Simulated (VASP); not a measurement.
Write the native input for VASP 6.6.1 that does the following.

* Task: single point
* Functional: PBEsol
* Potentials or basis: VASP PAW PBE potentials, release 64 (Fe, O)
* Cutoff: 520 eV
* k mesh: 11 × 11 × 11
* Occupations: fermi-dirac, width 0.05 eV
* Spin: collinear spin, ferromagnetic start
* Starting moments: [3.0, 0.0] μB
* Dipole correction: no
* Further INCAR settings: ALGO = Normal; EDIFF = 1e-06; NBANDS = 18

The structure of FeO (Wuestite) lies in POSCAR:

```
FeO
1.0
    1.4895996399      0.8600207531      2.4328874415
   -1.4895996399      0.8600207531      2.4328874415
    0.0000000000     -1.7200415062      2.4328874415
Fe O
1 1
Direct
    0.0000000000      0.0000000000      0.0000000000
    0.5000000000      0.5000000000      0.5000000000
```

These files were run (other wordings do the same):

INCAR

```
SYSTEM = FeO
PREC = Accurate
ENCUT = 520
EDIFF = 1E-6
ISMEAR = -1
SIGMA = 0.05
LREAL = .False.
LASPH = .True.
NELM = 150
ALGO = Normal
ISIF = 2
LWAVE = .False.
LCHARG = .False.
ISPIN = 2
MAGMOM = 3 0
LORBIT = 11
LMAXMIX = 4
GGA = PS
NBANDS = 18
```

KPOINTS

```
regular mesh
0
Gamma
  11 11 11
  0 0 0
```

Potentials or basis: VASP PAW PBE potentials, release 64 (Fe, O).

Launch:

```console
$ cat potpaw_PBE.64/Fe/POTCAR potpaw_PBE.64/O/POTCAR > POTCAR
$ mpirun -np 1 vasp_std > vasp.out
```

It gave:

| Quantity | Value |
| --- | --- |
| Pressure | 5.5 GPa |
| Band gap on the k mesh | zero (filled and empty bands overlap) |
| Net moment | 3.99 μB per cell |
| Site moments | Fe +3.60; O +0.32 μB |
| Valence electrons inside the program's atomic spheres | Fe 6.87; O 5.00 |

Caveat: the PAW data sets were made with another functional, which shifts forces and pressure a little; a cell with one magnetic atom can't hold antiferromagnetic order, which such compounds often take; semilocal functionals often make such compounds metallic where correlation or magnetic order opens a gap, which also shifts bond lengths.

It took 35 s on 1 thread of Intel(R) Xeon(R) 6975P-C (Granite Rapids), with other jobs on the host, peak memory 0.21 GiB.
